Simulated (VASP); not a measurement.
Runs of VASP 6.6.1 on GeMo2. The structure is that of space group Fm-3m (No. 225), or close to it. The cells are those of the table. 

```csv
task,spin,cell,cutoff (eV),gap on the mesh (eV),pressure (GPa)
single point,"collinear, ferromagnetic start","a = 4.205 Å, angles 60.0°, 3 atoms",520,none,(a)
single point,off,"a = 4.257 Å, angles 60.0°, 3 atoms",520,none,-5.7
single point,off,"a = 4.205 Å, angles 60.0°, 3 atoms",520,none,0.4
relaxation of cell and atoms,off,"relaxed from a = 4.257 Å, angles 60.0°, 3 atoms",600,none,-0.3
```

Alike in all rows: level PBE; potentials or basis VASP PAW PBE potentials, release 64 (Ge_d, Mo_sv); k mesh 6 × 6 × 6; smearing gaussian 0.1 eV.

Task: Fill in the values left out.

Result: (a) 0.7.

A k mesh can miss the band edges, and the runs leave out spin-orbit coupling on Ge, Mo.

A gap of «none» marks levels without a gap at the run's occupations.
